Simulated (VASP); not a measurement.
# AgCl (I4mm) in VASP: notebook, part 2 of 2

VASP 6.6.1. Earlier steps stand in the parts before.

## (3) Electric field gradients, LDA (shortest bond scaled by 0.58)

INCAR

```
SYSTEM = AgCl
PREC = Accurate ; ENCUT = 470
EDIFF = 1E-8 ; ISMEAR = -1
SIGMA = 0.03 ; LREAL = .FALSE.
LASPH = .TRUE. ; NELM = 120
ALGO = Normal ; ISIF = 2
LWAVE = .FALSE. ; LCHARG = .FALSE.
LEFG = .TRUE. ; NBANDS = 20
GGA_COMPAT = .FALSE.
```

KPOINTS

```
regular mesh
0
G
  7 7 7
  0 0 0
```

POSCAR

```
AgCl
1.0
    0.0000000000      2.7350000000      2.7350000000
    2.7350000000      0.0000000000      2.7350000000
    2.7350000000      2.7350000000      0.0000000000
Ag Cl
1 1
Direct
   -0.1050000000     -0.1050000000      0.1050000000
    0.6050000000      0.6050000000      0.3950000000
```

Potentials or basis: VASP PAW LDA potentials, release 64 (Ag_sv_GW, Cl).

Started as:

```bash
$ cat potpaw_LDA.64/Ag_sv_GW/POTCAR potpaw_LDA.64/Cl/POTCAR > POTCAR
$ mpirun -np 1 vasp_std > vasp.out
```

OUTCAR:

```text
SYSTEM = AgCl
   PREC = Accurate
   ENCUT = 470
   EDIFF = 1E-8
   ISMEAR = -1
   LREAL = .FALSE.
   LASPH = .TRUE.
   NELM = 120
   ISIF = 2

 ion  position               nearest neighbor table
   1  0.895  0.895  0.105-   2 1.59
   2  0.605  0.605  0.395-   1 1.59

  LATTYP: Found a face centered cubic cell.
 ALAT       =     5.4700000000

  Lattice vectors:

 A1 = (   0.0000000000,   2.7350000000,   2.7350000000)
 A2 = (   2.7350000000,   0.0000000000,   2.7350000000)
 A3 = (   2.7350000000,   2.7350000000,   0.0000000000)

Analysis of symmetry for initial positions (statically):
=====================================================================
 Subroutine PRICEL returns:
 Original cell was already a primitive cell.

 Routine SETGRP: Setting up the symmetry group for a
[... 740 lines left out ...]
  energy-cutoff  :      470.00
  volume of cell :       40.92
      direct lattice vectors                 reciprocal lattice vectors
     0.000000000  2.735000000  2.735000000    -0.182815356  0.182815356  0.182815356
     2.735000000  0.000000000  2.735000000     0.182815356 -0.182815356  0.182815356
     2.735000000  2.735000000  0.000000000     0.182815356  0.182815356 -0.182815356

 POSITION                                       TOTAL-FORCE (eV/Angst)
 -----------------------------------------------------------------------------------
      2.73500      2.73500      4.89565         0.000000      0.000000     39.745788
      2.73500      2.73500      3.30935         0.000000      0.000000    -39.745788
 -----------------------------------------------------------------------------------
    total drift:                                0.000001      0.000001     -0.000807

  FREE ENERGIE OF THE ION-ELECTRON SYSTEM (eV)
  ---------------------------------------------------
  free  energy   TOTEN  =         4.3536444243 eV

  energy  without entropy=        4.3536444243  energy(sigma->0) =        4.35364442

 Electric field gradients (V/A^2)
---------------------------------------------------------------------
 ion       V_xx      V_yy      V_zz      V_xy      V_xz      V_yz
---------------------------------------------------------------------
   1      14.914    14.914   -29.828    -0.003    -0.003    -0.003
   2       5.819     5.819   -11.638    -0.001    -0.001    -0.001
---------------------------------------------------------------------

 Electric field gradients after diagonalization (V/A^2)
 (convention: |V_zz| > |V_xx| > |V_yy|)
----------------------------------------------------------------------
 ion       V_xx      V_yy      V_zz     asymmetry (V_yy - V_xx)/ V_zz
----------------------------------------------------------------------
   1      14.917    14.911   -29.828       0.000
   2       5.820     5.818   -11.638       0.000
----------------------------------------------------------------------

           NMR quadrupolar parameters

 Cq : quadrupolar parameter    Cq=e*Q*V_zz/h
 eta: asymmetry parameters     (V_yy - V_xx)/ V_zz
 Q  : nuclear electric quadrupole moment in mb (millibarn)
----------------------------------------------------------------------
 ion       Cq(MHz)       eta       Q (mb)
----------------------------------------------------------------------
   1      -0.072       0.000       1.000
   2      -0.028       0.000       1.000
----------------------------------------------------------------------
```

OSZICAR:

```text
N       E                     dE             d eps       ncg     rms          rms(c)
DAV:   1     0.291575277463E+03    0.29158E+03   -0.15548E+04  1900   0.134E+03
DAV:   2     0.222511702731E+02   -0.26932E+03   -0.24876E+03  1620   0.512E+02
DAV:   3     0.150476103715E+01   -0.20746E+02   -0.20363E+02  2408   0.144E+02
DAV:   4     0.920671931261E+00   -0.58409E+00   -0.58315E+00  2220   0.219E+01
DAV:   5     0.903791666355E+00   -0.16880E-01   -0.16876E-01  2344   0.407E+00    0.232E+01
DAV:   6     0.416937443414E+01    0.32656E+01   -0.17033E+01  2880   0.955E+01    0.146E+01
DAV:   7     0.429963851524E+01    0.13026E+00   -0.12669E+00  2556   0.214E+01    0.838E+00
DAV:   8     0.435185371537E+01    0.52215E-01   -0.12615E-01  2216   0.584E+00    0.170E+00
DAV:   9     0.435310022519E+01    0.12465E-02   -0.16238E-02  2704   0.247E+00    0.325E-01
DAV:  10     0.435364936413E+01    0.54914E-03   -0.32383E-03  2228   0.115E+00    0.820E-02
DAV:  11     0.435364160443E+01   -0.77597E-05   -0.29698E-04  2568   0.280E-01    0.296E-02
DAV:  12     0.435364434102E+01    0.27366E-05   -0.22290E-05  2628   0.101E-01    0.691E-03
DAV:  13     0.435364442220E+01    0.81180E-07   -0.29698E-06  2588   0.357E-02    0.265E-03
DAV:  14     0.435364442350E+01    0.13051E-08   -0.26476E-07  2492   0.840E-03    0.172E-03
DAV:  15     0.435364442429E+01    0.79308E-09   -0.18200E-08  1512   0.279E-03
   1 F= 0.43536444E+01 E0= 0.43536444E+01  d E =-.141402E-13
```

stdout:

```text
POSCAR found type information on POSCAR AgCl
 POSCAR found :  2 types and       2 ions
 scaLAPACK will be used
 LDA part: xc-table for (Slater(with rela. corr.)+CA(PZ))
 , standard interpolation
 POSCAR, INCAR and KPOINTS ok, starting setup
 FFT: planning ... GRIDC
 FFT: planning ... GRID_SOFT
 FFT: planning ... GRID
 WAVECAR not read
 entering main loop
ion   1

ion   2
```

Run time: 25 s. Hardware: 1 thread of AMD EPYC 9R45 (Zen 5), shared host; peak memory 0.14 GiB.

What came out:

| Item | Value |
| --- | --- |
| Free energy | 4.3536 eV |
| Pressure | 80.4 GPa |
| Largest force | 39.746 eV/Å |
| Band gap on the k mesh | 1.84 eV (least direct gap 2.13 eV) |
| Largest electric field gradient by atom | Ag -29.8; Cl -11.6 V/Å² |

Forces on the atoms (eV/Å):
```
Ag    0.000   0.000  39.746
Cl    0.000   0.000 -39.746
```

Stress tensor (GPa, compression positive):
```
 -2.99   0.00   0.00
  0.00  -2.99   0.00
  0.00   0.00 247.05
```

Electric field gradients, principal values (V/Å²):
| atom | least | middle | greatest (by size) |
| --- | --- | --- | --- |
| 1 Ag | 14.911 | 14.917 | -29.828 |
| 2 Cl | 5.818 | 5.820 | -11.638 |

Caveat: the cell differs from its parent crystal (shortest bond scaled by 0.58); atoms lie so close that the PAW spheres overlap strongly, which falsifies energies and pressures; the stress differs along the axes, from -3 to 247 GPa; without QUAD_EFG the Cq values of the log hold for a quadrupole moment of 1 mb, not for the nuclei; forces of over 1 eV/Å act on the atoms, so gaps and moduli don't describe the material at rest.

## (4) Electric field gradients, LDA (shortest bond scaled by 0.82)

INCAR

```
SYSTEM = AgCl
PREC = Accurate
ENCUT = 470
EDIFF = 1E-8
ISMEAR = -1
SIGMA = 0.03
LREAL = .FALSE.
LASPH = .TRUE.
NELM = 120
ALGO = Normal
ISIF = 2
LWAVE = .FALSE.
LCHARG = .FALSE.
GGA = CA
LEFG = .TRUE.
NBANDS = 20
GGA_COMPAT = .FALSE.
```

KPOINTS

```
Automatic mesh
0
G
  7 7 7
  0 0 0
```

POSCAR

```
AgCl
1.0
    0.0000000000      2.7350000000      2.7350000000
    2.7350000000      0.0000000000      2.7350000000
    2.7350000000      2.7350000000      0.0000000000
Ag Cl
1 1
Direct
   -0.0450000000     -0.0450000000      0.0450000000
    0.5450000000      0.5450000000      0.4550000000
```

Potentials or basis: VASP PAW LDA potentials, release 64 (Ag_sv_GW, Cl).

Started as:

```bash
$ cat potpaw_LDA.64/Ag_sv_GW/POTCAR potpaw_LDA.64/Cl/POTCAR > POTCAR
$ mpirun -np 1 vasp_std > vasp.out
```

OUTCAR:

```text
SYSTEM = AgCl
   PREC = Accurate
   ENCUT = 470
   EDIFF = 1E-8
   ISMEAR = -1
   LREAL = .FALSE.
   LASPH = .TRUE.
   NELM = 120
   ISIF = 2
   GGA = CA

 ion  position               nearest neighbor table
   1  0.955  0.955  0.045-   2 2.24
   2  0.545  0.545  0.455-   1 2.24

  LATTYP: Found a face centered cubic cell.
 ALAT       =     5.4700000000

  Lattice vectors:

 A1 = (   0.0000000000,   2.7350000000,   2.7350000000)
 A2 = (   2.7350000000,   0.0000000000,   2.7350000000)
 A3 = (   2.7350000000,   2.7350000000,   0.0000000000)

Analysis of symmetry for initial positions (statically):
=====================================================================
 Subroutine PRICEL returns:
 Original cell was already a primitive cell.

 Routine SETGRP: Setting up the symmetry group for a
 face centered cubic supercell.

 Subroutine GETGRP returns: Found  8 space group operations
 (whereof  8 operations were pure point group operations)
 out of a pool of 48 trial point group operations.

The static configuration has the point symmetry C_4v.

Analysis of symmetry for dynamics (positions and initial velocities):
=====================================================================
 Subroutine PRICEL returns:
 Original cell was already a primitive cell.

 Routine SETGRP: Setting up the symmetry group for a
 face centered cubic supercell.

 Subroutine GETGRP returns: Found  8 space group operations
 (whereof  8 operations were pure point group operations)
 out of a pool of 48 trial point group operations.

The dynamic configuration has the point symmetry C_4v.

 Subroutine INISYM returns: Found  8 space group operations
 (whereof  8 operations are pure point group operations),
 and found     1 'primitive' translations

----------------------------------------------------------------------------------------

                                     Primitive cell

  volume of cell :      40.9168

  direct lattice vectors                    reciprocal lattice vectors
     0.000000000  2.735000000  2.735000000    -0.182815356  0.182815356  0.182815356
     2.735000000  0.000000000  2.735000000     0.182815356 -0.182815356  0.182815356
     2.735000000  2.735000000  0.000000000     0.182815356  0.182815356 -0.182815356

  length of vectors
     3.867874093  3.867874093  3.867874093     0.316645486  0.316645486  0.316645486

  position of ions in fractional coordinates (direct lattice)
     0.955000000  0.955000000  0.045000000
     0.545000000  0.545000000  0.455000000

  ion indices of the primitive-cell ions
   primitive index   ion index
                 1           1
                 2           2

----------------------------------------------------------------------------------------

 KPOINTS: Automatic mesh

Automatic generation of k-mesh.
 Grid dimensions read from file:
 generate k-points for:    7    7    7

 Generating k-lattice:

[... 64 lines left out ...]
   NSW    =      0    number of steps for IOM
   IBRION =     -1    ionic relax: 0-MD 1-quasi-New 2-CG
   NFREE  =      0    steps in history (QN), initial steepest desc. (CG)
   ISIF   =      2    stress and relaxation
   ISYM   =      2    0-nonsym 1-usesym 2-fastsym
   POTIM  = 0.5000    time-step for ionic-motion
   TEBEG  =    0.0;   TEEND  =   0.0 temperature during run
   PSTRESS=    0.0 pullay stress
   NELECT =      26.0000    total number of electrons
   NUPDOWN=      -1.0000    fix difference up-down
   EMIN   =  10.00;   EMAX   =-10.00  energy-range for DOS
   EFERMI =   0.00;   METHOD = LEGACY
   ISMEAR =    -1;   SIGMA  =   0.03  broadening in eV -4-tet -1-fermi 0-gaus
   EFERMI_NEDOS =   21; number of points for ismear=-14 and -15
   IALGO  =     38    algorithm
   IMIX   =      4    mixing-type and parameters
     AMIX     =   0.40;   BMIX     =  1.00
     AMIX_MAG =   1.60;   BMIX_MAG =  1.00
  volume/ion in A,a.u.               =      20.46       138.06
  Fermi-wavevector in a.u.,A,eV,Ry     =   1.407447  2.659689 26.951865  1.980906
  Thomas-Fermi vector in A             =   2.529705
   LORBIT       =      0    0 simple, 1 ext, 2 COOP (PROOUT), +10 PAW based schemes
   GGA     = CA    functional components
   LHFCALC =     F    Hartree Fock is set to
   AEXX    =    0.0000 exact exchange contribution
   IVDW    =     0    specifies the selected vdW correction
   LEPSILON=     F    determine dielectric tensor
   LRPA    =     F    only Hartree local field effects (RPA)
 non-spin polarized calculation
  energy-cutoff  :      470.00
  volume of cell :       40.92
 maximum number of plane-waves:       958
   NGX = 13   NGY = 13   NGZ = 13

 number of electron      25.9999992 magnetization

 Free energy of the ion-electron system (eV)
  ---------------------------------------------------
  ext. energy  EPLUGINS =         0.00000000
  ---------------------------------------------------
  free energy    TOTEN  =        -4.40363352 eV

  energy without entropy =       -4.40363352  energy(sigma->0) =       -4.40363352

 E-fermi :   3.9445     XC(G=0): -10.7527

 val. band max:        3.4100585032   @ k =   0.0000  -0.2857   0.1429
 cond. band min:       4.3875641424   @ k =   0.0000   0.0000   0.0000
 fundamental gap:      0.9775056392
 Fermi energy:         3.9444851537

 k-point     1 :       0.0000    0.0000    0.0000
  band No.  band energies     occupation
      1     -85.9599      2.00000
      2     -49.8441      2.00000
      3     -49.7416      2.00000
      4     -49.7416      2.00000
      5     -11.9138      2.00000
      6      -1.0746      2.00000
[... 541 lines left out ...]
     19      17.1169      0.00000
     20      19.8781      0.00000

 [... further k-points ...]

------------------------ aborting loop because EDIFF is reached ----------------------------------------

  FORCE on cell =-STRESS in cart. coord.  units (eV):
  Direction    XX          YY          ZZ          XY          YZ          ZX
  --------------------------------------------------------------------------------------
  -------------------------------------------------------------------------------------
  Total       -1.2509742     -1.2509742      3.1778271      0.0000000      0.0000000      0.0000000
  in kB      -48.9843059    -48.9843059    124.4339402      0.0000000      0.0000000      0.0000000
  external PRESSURE =       8.8217761 kB  Pullay stress =       0.0000000 kB

 VOLUME and BASIS-vectors are now :
 -----------------------------------------------------------------------------
  energy-cutoff  :      470.00
  volume of cell :       40.92
      direct lattice vectors                 reciprocal lattice vectors
     0.000000000  2.735000000  2.735000000    -0.182815356  0.182815356  0.182815356
     2.735000000  0.000000000  2.735000000     0.182815356 -0.182815356  0.182815356
     2.735000000  2.735000000  0.000000000     0.182815356  0.182815356 -0.182815356

 POSITION                                       TOTAL-FORCE (eV/Angst)
 -----------------------------------------------------------------------------------
      2.73500      2.73500      5.22385         0.000000      0.000000      1.877503
      2.73500      2.73500      2.98115         0.000000      0.000000     -1.877503
 -----------------------------------------------------------------------------------
    total drift:                                0.000000      0.000000      0.000223

  FREE ENERGIE OF THE ION-ELECTRON SYSTEM (eV)
  ---------------------------------------------------
  free  energy   TOTEN  =        -4.4036335225 eV

  energy  without entropy=       -4.4036335201  energy(sigma->0) =       -4.40363352

 Electric field gradients (V/A^2)
---------------------------------------------------------------------
 ion       V_xx      V_yy      V_zz      V_xy      V_xz      V_yz
---------------------------------------------------------------------
   1      34.912    34.912   -69.824     0.002     0.002     0.002
   2      -9.101    -9.101    18.201    -0.001    -0.001    -0.001
---------------------------------------------------------------------

 Electric field gradients after diagonalization (V/A^2)
 (convention: |V_zz| > |V_xx| > |V_yy|)
----------------------------------------------------------------------
 ion       V_xx      V_yy      V_zz     asymmetry (V_yy - V_xx)/ V_zz
----------------------------------------------------------------------
   1      34.914    34.910   -69.824       0.000
   2      -9.101    -9.100    18.201       0.000
----------------------------------------------------------------------

           NMR quadrupolar parameters

 Cq : quadrupolar parameter    Cq=e*Q*V_zz/h
 eta: asymmetry parameters     (V_yy - V_xx)/ V_zz
 Q  : nuclear electric quadrupole moment in mb (millibarn)
----------------------------------------------------------------------
 ion       Cq(MHz)       eta       Q (mb)
----------------------------------------------------------------------
   1      -0.169       0.000       1.000
   2       0.044       0.000       1.000
----------------------------------------------------------------------
```

It took 16 s on 1 thread of Intel Xeon 6975P-C (Granite Rapids), shared host; peak memory 0.16 GiB.

What came out:

```
Free energy                             : -4.4036 eV
Pressure                                : 0.9 GPa
Largest force                           : 1.878 eV/Å
Band gap on the k mesh                  : 0.98 eV (least direct gap 1.54 eV)
Largest electric field gradient by atom : Ag -69.8; Cl +18.2 V/Å²
```

Forces on the atoms (eV/Å):
```
Ag   0.000  0.000  1.878
Cl   0.000  0.000 -1.878
```

Levels at points of the mesh, in eV from the valence-band top:
| k point | band 9 | band 10 | band 11 | band 12 | band 13 | band 14 | band 15 | band 16 | band 17 | band 18 |
| --- | --- | --- | --- | --- | --- | --- | --- | --- | --- | --- |
| (0.00, 0.00, 0.00) | -2.55 | -2.51 | -1.22 | -1.22 | -0.56 | 0.98 | 10.10 | 10.10 | 10.10 | 12.48 |

Electric field gradients, principal values (V/Å²):
```
atom   least  middle  greatest (by size)
1 Ag  34.910  34.914             -69.824
2 Cl  -9.100  -9.101              18.201
```

Caveat: the cell differs from its parent crystal (shortest bond scaled by 0.82); the stress differs along the axes, from -5 to 12 GPa; without QUAD_EFG the Cq values of the log hold for a quadrupole moment of 1 mb, not for the nuclei; forces of over 1 eV/Å act on the atoms, so gaps and moduli don't describe the material at rest. A k mesh can miss the band edges.

## (5) Summary

```csv
cell,gap on the mesh (eV),pressure (GPa),largest force (eV/Å)
"as given, shortest bond scaled by 0.64",1.49,43.7,20.28
"as given, shortest bond scaled by 0.58",1.84,80.4,39.75
"as given, shortest bond scaled by 0.82",0.98,0.9,1.88
```

Some of these runs hold the atoms at other places in the same cell, which the table doesn't show; runs alike in all that it shows share one row.

Alike in all rows: task electric field gradients; level LDA; potentials or basis VASP PAW LDA potentials, release 64 (Ag_sv_GW, Cl); no spin polarisation; k mesh 7 × 7 × 7; cutoff (eV) 470; smearing fermi-dirac 0.03 eV.

Caveats: forces of over 1 eV/Å act on the atoms, so gaps and moduli don't describe the material at rest; the stress differs along the axes, from -4 to 138 GPa (at least some runs); atoms lie so close that the PAW spheres overlap strongly, which falsifies energies and pressures (at least some runs); the stress differs along the axes, from -3 to 247 GPa (at least some runs); the stress differs along the axes, from -5 to 12 GPa (at least some runs).

Total energies depend on the potentials used, so only differences within one code and one set of settings carry meaning.
